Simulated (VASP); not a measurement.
CuO (Tenorite): single point with SVWN5

The system is CuO (Tenorite).

```
Cu O
1.0
     2.38778   -1.74486    0.00000
     2.38778    1.74486    0.00000
    -0.86670    0.00000    5.15707
Cu O
2 2
Direct
  0.50000 0.00000 0.50000
  0.00000 0.50000 0.00000
  0.41840 0.58160 0.75000
  0.58160 0.41840 0.25000
```

| Item | Value |
| --- | --- |
| Program | VASP 6.6.1 |
| Task | single point |
| Functional | SVWN5 |
| Potentials or basis | VASP PAW PBE potentials, release 64 (Cu, O) |
| Cutoff | 520 eV |
| k mesh | 10 × 10 × 5 |
| Occupations | fermi-dirac, width 0.05 eV |
| Spin | no spin polarisation |

| Item | Value |
| --- | --- |
| Pressure | -17.4 GPa |
| Largest force | 0.593 eV/Å |
| Band gap on the k mesh | zero (band 17 reaches 4.74 eV, above the bottom of band 18 at 4.14 eV) |

Forces in eV/Å, atoms in the order of the input:
```
Cu   0.000  0.000  0.000
Cu   0.000  0.000  0.000
O    0.000 -0.593  0.000
O    0.000  0.593  0.000
```

Stress tensor (GPa, compression positive):
```
-18.63   0.00   1.38
  0.00 -11.86   0.00
  1.38   0.00 -21.59
```

Levels at points of the mesh, in eV from the Fermi level:
| k point | band 14 | band 15 | band 16 | band 17 | band 18 | band 19 | band 20 | band 21 |
| --- | --- | --- | --- | --- | --- | --- | --- | --- |
| (0.00, 0.00, 0.00) | -2.03 | -1.98 | -1.52 | 0.23 | 0.89 | 1.54 | 5.92 | 7.74 |
| (0.50, 0.00, 0.00) | -1.45 | -1.35 | -1.29 | 0.00 | 0.26 | 4.78 | 6.01 | 6.64 |
| (0.50, 0.50, 0.00) | -1.96 | -1.63 | -1.11 | -0.59 | 1.01 | 3.43 | 6.74 | 8.33 |

Wall time 48 s on 1 thread of Intel(R) Xeon(R) 6975P-C (Granite Rapids), with other jobs on the host, peak memory 0.23 GiB.

Caveat: the PAW data sets were made with another functional, which shifts forces and pressure a little; semilocal functionals often make such compounds metallic where correlation or magnetic order opens a gap, which also shifts bond lengths.
